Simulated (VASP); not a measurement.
# SiC (Pmc2_1) in VASP: a series of runs

The runs below take SiC through single point, with PBE.

Everything below comes from runs of VASP 6.6.1. Logs are shortened: lines on timing, memory, paths and dates and some standing lists are left out, and cuts for length are marked.

**1. The cell of the first run**

It takes space group Pmc2_1 (No. 26, orthorhombic). The conventional cell has a = 3.092 Å, b = 10.410 Å, c = 5.074 Å, α = 90.00°, β = 90.00°, γ = 90.00°. Si (site symmetry m) has 4 C at 1.89 to 1.91 Å within 2.5 Å. Within 2.1 Å of Si (site symmetry m) lie 4 C at 1.61 to 1.91 Å. Si (site symmetry m) has 4 C at 1.89 to 1.91 Å within 2.5 Å. Within 2.5 Å of Si (site symmetry m) lie 4 C at 1.89 to 1.91 Å. Within 2.5 Å of C (site symmetry m) lie 4 Si at 1.89 to 1.91 Å. Within 2.1 Å of C (site symmetry m) lie 4 Si at 1.61 to 1.91 Å. C (site symmetry m) has 4 Si at 1.89 to 1.91 Å within 2.5 Å. Within 2.5 Å of C (site symmetry m) lie 4 Si at 1.89 to 1.91 Å.

**2. Single point, PBE (the distance across one plane changed)**

INCAR

```
PREC     = Accurate       # precision mode
ENCUT    = 520            # plane-wave cutoff, eV
EDIFF    = 1E-7           # SCF threshold, eV
ISMEAR   = 0              # smearing method
SIGMA    = 0.05           # smearing width, eV
LREAL    = Auto         
LASPH    = True           # aspherical terms in the spheres
NELM     = 100            # most SCF steps
ALGO     = Normal         # electronic algorithm
ISIF     = 2              # what is computed and relaxed
LWAVE    = False          # write WAVECAR
LCHARG   = True           # write CHGCAR
GGA      = PE             # functional
LELF     = True           # ELF
LVHAR    = True         
NBANDS   = 46             # bands
```

KPOINTS

```
regular mesh
0
Gamma
  9 5 3
```

POSCAR

```
SiC
1.0
    1.5458832036     -2.6775482513      0.0000000000
    0.0000000000      0.0000000000     -5.0740211774
    9.0154916009      5.2050965025      0.0000000000
Si C
8 8
Direct
    0.5000000000      0.9954364687      0.8573482579
    0.0000000000      0.9954364687      0.0857348258
    0.5000000000      0.9954364687      0.3429393031
    0.0000000000      0.9954364687      0.6001437805
    0.0000000000      0.4954364687      0.9430830838
    0.5000000000      0.4954364687      0.1714696516
    0.0000000000      0.4954364687      0.4286741290
    0.5000000000      0.4954364687      0.6858786064
    0.5000000000      0.6195635313      0.8573482579
    0.0000000000      0.6195635313      0.0857348258
    0.5000000000      0.6195635313      0.3429393031
    0.0000000000      0.6195635313      0.6001437805
    0.0000000000      0.1195635313      0.9430830838
    0.5000000000      0.1195635313      0.1714696516
    0.0000000000      0.1195635313      0.4286741290
    0.5000000000      0.1195635313      0.6858786064
```

Potentials or basis: VASP PAW PBE potentials, release 64 (Si, C).

Launch:

```
$ cat potpaw_PBE.64/Si/POTCAR potpaw_PBE.64/C/POTCAR > POTCAR
$ mpirun -np 1 vasp_std > vasp.out
```

OUTCAR:

```text
PREC = Accurate
   ENCUT = 520
   EDIFF = 1E-7
   ISMEAR = 0
   LREAL = Auto
   LASPH = True
   NELM = 100
   ISIF = 2
   GGA = PE

 ion  position               nearest neighbor table
   1  0.500  0.995  0.857-  16 1.89  13 1.89  13 1.89   9 1.91   2 2.84   2 2.84   4 3.09   4 3.09
                             8 3.10   8 3.10   5 3.10   5 3.10   5 3.10   5 3.10
   2  0.000  0.995  0.086-  13 1.61  14 1.89  14 1.89  10 1.91   1 2.84   1 2.84   5 2.94   5 2.94
                             3 3.09   3 3.09   6 3.10   6 3.10   6 3.10   6 3.10
   3  0.500  0.995  0.343-  14 1.89  15 1.89  15 1.89  11 1.91   2 3.09   2 3.09   4 3.09   4 3.09
                             6 3.10   6 3.10   7 3.10   7 3.10   7 3.10   7 3.10
   4  0.000  0.995  0.600-  15 1.89  16 1.89  16 1.89  12 1.91   3 3.09   1 3.09   3 3.09   1 3.09
                             7 3.10   7 3.10   8 3.10   8 3.10   8 3.10   8 3.10
   5  0.000  0.495  0.943-  10 1.61   9 1.89   9 1.89  13 1.91   6 2.84   6 2.84   2 2.94   2 2.94
                             8 3.09   8 3.09   1 3.10   1 3.10   1 3.10   1 3.10
   6  0.500  0.495  0.171-  11 1.89  10 1.89  10 1.89  14 1.91   5 2.84   5 2.84   7 3.09   7 3.09
                             3 3.10   3 3.10   2 3.10   2 3.10   2 3.10   2 3.10
   7  0.000  0.495  0.429-  12 1.89  11 1.89  11 1.89  15 1.91   6 3.09   8 3.09   8 3.09   6 3.09
                             4 3.10   4 3.10   3 3.10   3 3.10   3 3.10   3 3.10
   8  0.500  0.495  0.686-   9 1.89  12 1.89  12 1.89  16 1.91   5 3.09   7 3.09   5 3.09   7 3.09
                             1 3.10   1 3.10   4 3.10   4 3.10   4 3.10   4 3.10
   9  0.500  0.620  0.857-   8 1.89   5 1.89   5 1.89   1 1.91
  10  0.000  0.620  0.086-   5 1.61   6 1.89   6 1.89   2 1.91
  11  0.500  0.620  0.343-   6 1.89   7 1.89   7 1.89   3 1.91
  12  0.000  0.620  0.600-   7 1.89   8 1.89   8 1.89   4 1.91
  13  0.000  0.120  0.943-   2 1.61   1 1.89   1 1.89   5 1.91
  14  0.500  0.120  0.171-   3 1.89   2 1.89   2 1.89   6 1.91
  15  0.000  0.120  0.429-   4 1.89   3 1.89   3 1.89   7 1.91
  16  0.500  0.120  0.686-   1 1.89   4 1.89   4 1.89   8 1.91

  LATTYP: Found a simple orthorhombic cell.
 ALAT       =     3.0917664073
 B/A-ratio  =     1.6411398887
 C/A-ratio  =     3.3670697051

  Lattice vectors:

 A1 = (   1.5458832036,  -2.6775482513,   0.0000000000)
 A2 = (   0.0000000000,   0.0000000000,  -5.0740211774)
 A3 = (   9.0154916009,   5.2050965025,   0.0000000000)

Analysis of symmetry for initial positions (statically):
=====================================================================
 Subroutine PRICEL returns:
 Original cell was already a primitive cell.

 Routine SETGRP: Setting up the symmetry group for a
 simple orthorhombic supercell.

 Subroutine GETGRP returns: Found  4 space group operations
 (whereof  2 operations were pure point group operations)
 out of a pool of  8 trial point group operations.

The static configuration has the point symmetry C_1h.
 The point group associated with its full space group is C_2v.

Analysis of symmetry for dynamics (positions and initial velocities):
=====================================================================
 Subroutine PRICEL returns:
 Original cell was already a primitive cell.

 Routine SETGRP: Setting up the symmetry group for a
 simple orthorhombic supercell.

 Subroutine GETGRP returns: Found  4 space group operations
 (whereof  2 operations were pure point group operations)
 out of a pool of  8 trial point group operations.

The dynamic configuration has the point symmetry C_1h.
 The point group associated with its full space group is C_2v.

 Subroutine INISYM returns: Found  4 space group operations
 (whereof  2 operations are pure point group operations),
 and found     1 'primitive' translations

----------------------------------------------------------------------------------------

                                     Primitive cell

  volume of cell :     163.3119

  direct lattice vectors                    reciprocal lattice vectors
     1.545883204 -2.677548251  0.000000000     0.161719850 -0.280106997  0.000000000
     0.000000000  0.000000000 -5.074021177     0.000000000  0.000000000 -0.197082347
     9.015491601  5.205096502  0.000000000     0.083190139  0.048029849  0.000000000

  length of vectors
     3.091766407  5.074021177 10.410193005     0.323439700  0.197082347  0.096059698

  position of ions in fractional coordinates (direct lattice)
     0.500000000  0.995436469  0.857348258
     0.000000000  0.995436469  0.085734826
[... 40 lines left out ...]
 generate k-points for:    9    5    3

 Generating k-lattice:

  Cartesian coordinates                     Fractional coordinates (reciprocal lattice)
     0.017968872 -0.031123000  0.000000000     0.111111111  0.000000000  0.000000000
     0.000000000  0.000000000 -0.039416469     0.000000000  0.200000000  0.000000000
     0.027730046  0.016009950  0.000000000     0.000000000  0.000000000  0.333333333

  Length of vectors
     0.035937744  0.039416469  0.032019899

  Shift w.r.t. Gamma in fractional coordinates (k-lattice)
     0.000000000  0.000000000  0.000000000

 Subroutine IBZKPT returns following result:
 ===========================================

 Found     30 irreducible k-points:

 Following reciprocal coordinates:
            Coordinates               Weight
  0.000000  0.000000  0.000000      1.000000
  0.111111  0.000000  0.000000      2.000000
  0.222222  0.000000  0.000000      2.000000
  0.333333  0.000000  0.000000      2.000000
  0.444444  0.000000  0.000000      2.000000
  0.000000  0.200000  0.000000      2.000000
[... 16 lines left out ...]
  0.222222  0.200000  0.333333      8.000000
  0.333333  0.200000  0.333333      8.000000
 [... further k-points ...]
   k-points           NKPTS =     30   k-points in BZ     NKDIM =     30   number of bands    NBANDS=     46
   number of dos      NEDOS =    301   number of ions     NIONS =     16
   total plane-waves  NPLWV =  76800
   dimension x,y,z NGX =    24 NGY =   40 NGZ =   80
   dimension x,y,z NGXF=    48 NGYF=   80 NGZF=  160
   ions per type =               8   8
   NGX,Y,Z   is equivalent  to a cutoff of  12.90, 13.11, 12.78 a.u.
   NGXF,Y,Z  is equivalent  to a cutoff of  25.81, 26.21, 25.55 a.u.
 SYSTEM =  unknown system
   PREC   = accura    normal or accurate (medium, high low for compatibility)
   ISTART =      0    job   : 0-new  1-cont  2-samecut
   ICHARG =      2    charge: 1-file 2-atom 10-const
   ISPIN  =      1    spin polarized calculation?
   LNONCOLLINEAR =      F non collinear calculations
   LSORBIT =      F    spin-orbit coupling
   LASPH  =      T    aspherical Exc in radial PAW
   ENCUT  =  520.0 eV  38.22 Ry    6.18 a.u.   5.75  9.43 19.36*2*pi/ulx,y,z
   NELM   =    100;   NELMIN=  2; NELMDL= -5     # of ELM steps
   EDIFF  = 0.1E-06   stopping-criterion for ELM
   LREAL  =      T    real-space projection
   EDIFFG = 0.1E-05   stopping-criterion for IOM
   NSW    =      0    number of steps for IOM
   IBRION =     -1    ionic relax: 0-MD 1-quasi-New 2-CG
   NFREE  =      0    steps in history (QN), initial steepest desc. (CG)
   ISIF   =      2    stress and relaxation
   ISYM   =      2    0-nonsym 1-usesym 2-fastsym
   POTIM  = 0.5000    time-step for ionic-motion
   TEBEG  =    0.0;   TEEND  =   0.0 temperature during run
   PSTRESS=    0.0 pullay stress
   NELECT =      64.0000    total number of electrons
   NUPDOWN=      -1.0000    fix difference up-down
   EMIN   =  10.00;   EMAX   =-10.00  energy-range for DOS
   EFERMI =   0.00;   METHOD = LEGACY
   ISMEAR =     0;   SIGMA  =   0.05  broadening in eV -4-tet -1-fermi 0-gaus
   EFERMI_NEDOS =   21; number of points for ismear=-14 and -15
   IALGO  =     38    algorithm
   IMIX   =      4    mixing-type and parameters
     AMIX     =   0.40;   BMIX     =  1.00
     AMIX_MAG =   1.60;   BMIX_MAG =  1.00
  volume/ion in A,a.u.               =      10.21        68.88
  Fermi-wavevector in a.u.,A,eV,Ry     =   1.198015  2.263920 19.527624  1.435240
  Thomas-Fermi vector in A             =   2.333915
   LORBIT       =      0    0 simple, 1 ext, 2 COOP (PROOUT), +10 PAW based schemes
   GGA     = PE    functional components
   LHFCALC =     F    Hartree Fock is set to
   AEXX    =    0.0000 exact exchange contribution
   IVDW    =     0    specifies the selected vdW correction
   LEPSILON=     F    determine dielectric tensor
   LRPA    =     F    only Hartree local field effects (RPA)
 non-spin polarized calculation
 Gauss-broadening in eV      SIGMA  =   0.05
  energy-cutoff  :      520.00
  volume of cell :      163.31
 maximum number of plane-waves:      4421
 NGX is ok and might be reduce to    24
   NGX = 11   NGY = 19   NGZ = 39

 number of electron      63.9999993 magnetization

 Free energy of the ion-electron system (eV)
  ---------------------------------------------------
  ext. energy  EPLUGINS =         0.00000000
  ---------------------------------------------------
  free energy    TOTEN  =      -118.49327444 eV

  energy without entropy =     -118.49327444  energy(sigma->0) =     -118.49327444

 E-fermi :   8.6747     XC(G=0): -11.4006

 val. band max:        8.4450998940   @ k =   0.0000   0.0000   0.0000
 cond. band min:      10.5899981892   @ k =   0.3333   0.0000   0.0000
 fundamental gap:      2.1448982952
 Fermi energy:         8.6746852578

 k-point     1 :       0.0000    0.0000    0.0000
  band No.  band energies     occupation
      1      -7.5038      2.00000
      2      -6.2908      2.00000
      3      -5.9192      2.00000
      4      -4.1393      2.00000
      5      -3.5759      2.00000
      6      -2.9437      2.00000
[... 1117 lines left out ...]
     43      15.0681      0.00000
     44      15.6366      0.00000

 [... further k-points ...]

 [bands above 44 left out]

------------------------ aborting loop because EDIFF is reached ----------------------------------------

  FORCE on cell =-STRESS in cart. coord.  units (eV):
  Direction    XX          YY          ZZ          XY          YZ          ZX
  --------------------------------------------------------------------------------------
  -------------------------------------------------------------------------------------
  Total       20.6663393      7.6672233      2.5760082     11.2575647      0.0000000      0.0000000
  in kB      202.7479196     75.2195900     25.2720279    110.4427731      0.0000000      0.0000000
  external PRESSURE =     101.0798458 kB  Pullay stress =       0.0000000 kB

 VOLUME and BASIS-vectors are now :
 -----------------------------------------------------------------------------
  energy-cutoff  :      520.00
  volume of cell :      163.31
      direct lattice vectors                 reciprocal lattice vectors
     1.545883204 -2.677548251  0.000000000     0.161719850 -0.280106997  0.000000000
     0.000000000  0.000000000 -5.074021177     0.000000000  0.000000000 -0.197082347
     9.015491601  5.205096502  0.000000000     0.083190139  0.048029849  0.000000000

 POSITION                                       TOTAL-FORCE (eV/Angst)
 -----------------------------------------------------------------------------------
      8.50236      3.12381     -5.05087        -0.860302     -0.496696      0.134334
      0.77294      0.44626     -5.05087         6.197590      3.578180      2.127958
      3.86471      0.44626     -5.05087        -0.007883     -0.004551     -0.132728
      5.41059      3.12381     -5.05087        -0.042732     -0.024671      0.033151
      8.50236      4.90884     -2.51386        -6.197590     -3.578180      2.127958
      2.31882     -0.44626     -2.51386         0.860302      0.496696      0.134334
[... 8 lines left out ...]
      3.86471      2.23129     -0.60667         0.091238      0.052676      0.021695
      6.95647      2.23129     -0.60667         0.080737      0.046613      0.009498
 -----------------------------------------------------------------------------------
    total drift:                                0.000005      0.000003     -0.039335

  FREE ENERGIE OF THE ION-ELECTRON SYSTEM (eV)
  ---------------------------------------------------
  free  energy   TOTEN  =      -118.4932744397 eV

  energy  without entropy=     -118.4932744397  energy(sigma->0) =     -118.49327444
```

It took 1.8 min on 1 thread of Intel Xeon 6975P-C (Granite Rapids), shared host; peak memory 0.32 GiB.

What came out:

```yaml
Free_energy: -118.4933 eV
Pressure: 10.1 GPa
Largest_force: 7.616 eV/Å
Band_gap_on_the_k_mesh: 2.14 eV
```

Forces on the atoms (eV/Å):
```
Si  -0.860 -0.497  0.134
Si   6.198  3.578  2.128
Si  -0.008 -0.005 -0.133
Si  -0.043 -0.025  0.033
Si  -6.198 -3.578  2.128
Si   0.860  0.497  0.134
Si   0.043  0.025  0.033
Si   0.008  0.005 -0.133
C   -0.614 -0.355  0.259
C    6.245  3.605 -2.453
C   -0.081 -0.047  0.009
C   -0.091 -0.053  0.022
C   -6.245 -3.605 -2.453
C    0.614  0.355  0.259
C    0.091  0.053  0.022
C    0.081  0.047  0.009
```

Caveat: the cell differs from its parent crystal (the distance across one plane changed); the stress differs along the axes, from 3 to 20 GPa; forces of over 1 eV/Å act on the atoms, so gaps and moduli don't describe the material at rest.

**3. Single point, PBE (the distance across one plane changed)**

INCAR

```
ALGO = Normal
EDIFF = 1E-6
ENCUT = 520
GGA = PE
ISIF = 2
ISMEAR = 0
LASPH = True
LCHARG = False
LREAL = Auto
LWAVE = False
NBANDS = 46
NELM = 100
PREC = Accurate
SIGMA = 0.05
```

KPOINTS

```
k-points
0
Gamma
  9 5 3
```

POSCAR

```
SiC
1.0
    1.5458832036     -2.6775482513      0.0000000000
    0.0000000000      0.0000000000     -5.0740211774
    9.4918055730      5.4800965025      0.0000000000
Si C
8 8
Direct
    0.5000000000      0.9954364687      0.8143251522
    0.0000000000      0.9954364687      0.0814325152
    0.5000000000      0.9954364687      0.3257300609
    0.0000000000      0.9954364687      0.5700276065
    0.0000000000      0.4954364687      0.8957576675
    0.5000000000      0.4954364687      0.1628650305
    0.0000000000      0.4954364687      0.4071625762
    0.5000000000      0.4954364687      0.6514601218
    0.5000000000      0.6195635313      0.8143251522
    0.0000000000      0.6195635313      0.0814325152
    0.5000000000      0.6195635313      0.3257300609
    0.0000000000      0.6195635313      0.5700276065
    0.0000000000      0.1195635313      0.8957576675
    0.5000000000      0.1195635313      0.1628650305
    0.0000000000      0.1195635313      0.4071625762
    0.5000000000      0.1195635313      0.6514601218
```

Potentials or basis: VASP PAW PBE potentials, release 64 (Si, C).

Launch:

```
$ cat potpaw_PBE.64/Si/POTCAR potpaw_PBE.64/C/POTCAR > POTCAR
$ mpirun -np 1 vasp_std > vasp.out
```

Wall time 1.8 min (1 thread of Intel Xeon 6975P-C (Granite Rapids), shared host); peak memory 0.35 GiB.

The run converged. Its results:

```
Free energy            : -119.8375 eV
Pressure               : -3.4 GPa
Largest force          : 1.580 eV/Å
Band gap on the k mesh : 2.33 eV
```

Forces on the atoms (eV/Å):
```
Si   0.544  0.314 -0.131
Si  -1.368 -0.790  0.054
Si   0.018  0.011  0.112
Si   0.029  0.017 -0.009
Si   1.368  0.790  0.054
Si  -0.544 -0.314 -0.131
Si  -0.029 -0.017 -0.009
Si  -0.018 -0.011  0.112
C    0.331  0.191 -0.180
C   -1.304 -0.753  0.195
C    0.070  0.040 -0.016
C    0.061  0.035 -0.026
C    1.304  0.753  0.195
C   -0.331 -0.191 -0.180
C   -0.061 -0.035 -0.026
C   -0.070 -0.040 -0.016
```

Stress tensor (GPa, compression positive):
```
-7.12 -3.88  0.00
-3.88 -2.64  0.00
 0.00  0.00 -0.38
```

Levels at points of the mesh, in eV from the valence-band top:
| k point | band 29 | band 30 | band 31 | band 32 | band 33 | band 34 | band 35 | band 36 |
| --- | --- | --- | --- | --- | --- | --- | --- | --- |
| (0.00, 0.00, 0.00) | -0.41 | -0.09 | -0.01 | 0.00 | 2.84 | 3.84 | 4.12 | 4.15 |

Caveat: the cell differs from its parent crystal (the distance across one plane changed); the stress differs along the axes, from -7 to -0 GPa; forces of over 1 eV/Å act on the atoms, so gaps and moduli don't describe the material at rest.

**4. Single point, PBE (the distance across one plane changed)**

INCAR

```
SYSTEM = SiC
ALGO = Normal
EDIFF = 1E-6
ENCUT = 520
GGA = PE
ISIF = 2
ISMEAR = 0
LASPH = .TRUE.
LCHARG = .TRUE.
LELF = .TRUE.
LREAL = Auto
LVHAR = .TRUE.
LWAVE = .FALSE.
NBANDS = 46
NELM = 60
PREC = Accurate
SIGMA = 0.05
```

KPOINTS

```
k-points
0
G
  9 5 3
  0 0 0
```

POSCAR

```
SiC
1.0
    1.5458832036     -2.6775482513      0.0000000000
    0.0000000000      0.0000000000     -5.0740211774
    9.7083119239      5.6050965025      0.0000000000
Si C
8 8
Direct
    0.5000000000      0.9954364687      0.7961647791
    0.0000000000      0.9954364687      0.0796164779
    0.5000000000      0.9954364687      0.3184659116
    0.0000000000      0.9954364687      0.5573153453
    0.0000000000      0.4954364687      0.8757812570
    0.5000000000      0.4954364687      0.1592329559
    0.0000000000      0.4954364687      0.3980823896
    0.5000000000      0.4954364687      0.6369318233
    0.5000000000      0.6195635313      0.7961647791
    0.0000000000      0.6195635313      0.0796164779
    0.5000000000      0.6195635313      0.3184659116
    0.0000000000      0.6195635313      0.5573153453
    0.0000000000      0.1195635313      0.8757812570
    0.5000000000      0.1195635313      0.1592329559
    0.0000000000      0.1195635313      0.3980823896
    0.5000000000      0.1195635313      0.6369318233
```

Launch:

```
$ cat potpaw_PBE.64/Si/POTCAR potpaw_PBE.64/C/POTCAR > POTCAR
$ mpirun -np 1 vasp_std > vasp.out
```

Run time: 1.8 min. Hardware: 1 thread of Intel Xeon 6975P-C (Granite Rapids), shared host; peak memory 0.34 GiB.

The run converged. Its results:

```yaml
Free_energy: -118.6730 eV
Pressure: -4.6 GPa
Largest_force: 1.792 eV/Å
Band_gap_on_the_k_mesh: 1.70 eV (least direct gap 2.40 eV)
```

Forces in eV/Å, atoms in the order of the input:
```
Si   0.946  0.546 -0.279
Si  -1.495 -0.863  0.479
Si   0.044  0.026  0.209
Si   0.060  0.035 -0.024
Si   1.495  0.863  0.479
Si  -0.946 -0.546 -0.279
Si  -0.060 -0.035 -0.024
Si  -0.044 -0.026  0.209
C    0.568  0.328 -0.320
C   -1.341 -0.774 -0.004
C    0.155  0.090 -0.021
C    0.119  0.069 -0.040
C    1.341  0.774 -0.004
C   -0.568 -0.328 -0.320
C   -0.119 -0.069 -0.040
C   -0.155 -0.090 -0.021
```

Stress tensor (GPa, compression positive):
```
-9.77 -5.33  0.00
-5.33 -3.61  0.00
 0.00  0.00 -0.52
```

Levels at points of the mesh, in eV from the valence-band top:
| k point | band 29 | band 30 | band 31 | band 32 | band 33 | band 34 | band 35 | band 36 |
| --- | --- | --- | --- | --- | --- | --- | --- | --- |
| (0.00, 0.00, 0.00) | -0.29 | -0.14 | -0.02 | 0.00 | 2.82 | 3.21 | 3.84 | 4.06 |

Caveat: the cell differs from its parent crystal (the distance across one plane changed); the stress differs along the axes, from -10 to -1 GPa; forces of over 1 eV/Å act on the atoms, so gaps and moduli don't describe the material at rest.

(Continued in part 2 of 2.)
